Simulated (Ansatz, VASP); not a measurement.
# One calculation of Cd, two programs

INCAR

```
ALGO     = Fast           # electronic algorithm
EDIFF    = 1E-6           # SCF threshold, eV
ENCUT    = 520            # plane-wave cutoff, eV
GGA      = PS             # functional
ISIF     = 2              # what is computed and relaxed
ISMEAR   = 0              # smearing method
LASPH    = T              # aspherical terms in the spheres
LCHARG   = F              # write CHGCAR
LREAL    = F              # projectors in reciprocal space
LWAVE    = F              # write WAVECAR
NBANDS   = 19             # bands
NELM     = 60             # most SCF steps
PREC     = Accurate       # precision mode
SIGMA    = 0.15           # smearing width, eV
```

The input KPOINTS:

```
k-points
0
Gamma
  18 18 8
```

Contents of POSCAR:

```
Cd
1.0
    3.0086612332      0.0000000000      0.0000000000
   -1.5043306166      2.6055770593      0.0000000000
    0.0000000000      0.0000000000      5.6176500000
Cd
2
Direct
    0.3333333333      0.6666666667      0.2500000000
    0.6666666667      0.3333333333      0.7500000000
```

Input for Ansatz:

```yaml
crystal:
  lattice:
    - [3.0086612332, 0.0, 0.0]
    - [-1.5043306166, 2.6055770593, 0.0]
    - [0.0, 0.0, 5.61765]
  atoms:
    - { symbol: Cd, position: [0.3333333333, 0.6666666667, 0.25] }
    - { symbol: Cd, position: [0.6666666667, 0.3333333333, 0.75] }
basis:
  ecutwfc: 420
kpoints:
  mp_grid: { grid: [18, 18, 8] }
hamiltonian:
  xc: pbesol
scf:
  occupations: { method: gaussian, width: 0.15 }
output:
  forces: true
  stress: true
  eigenvalues: true
  write_density: true
  write_potential: true
  elf: true
  volumetric_format: npy
```

Change from the starting cell: strain +0.0100 x Voigt [1, 1, 0, 0, 0, 0], atoms carried along.

Alike in both runs: task single point; functional PBEsol; k mesh 18 × 18 × 8; occupations gaussian, width 0.15 eV; no spin polarisation.

|  | VASP | Ansatz |
| --- | --- | --- |
| version | VASP 6.6.1 | Ansatz 0.2.0 |
| potentials or method | VASP PAW PBE potentials, release 64 (Cd), cutoff 520 eV | scalar-relativistic, plane waves, PAW |
| valence electrons in the cell | 24 | 40 |

```tsv
	VASP	Ansatz	Ansatz less VASP
gap on the k mesh at the Fermi level (eV)	none	none	-
pressure (GPa)	-2.2	-2.6	-0.34
traceless stress, the component that is largest in VASP (GPa)	0.50	0.62	+0.121
```

VASP's potentials were made for PBE, not for PBEsol. A gap of «none» marks a metal or a gap that the smearing closes. VASP's potentials hold 24 valence electrons a cell and Ansatz's 40, so a difference there can come from the potentials and not from the codes.
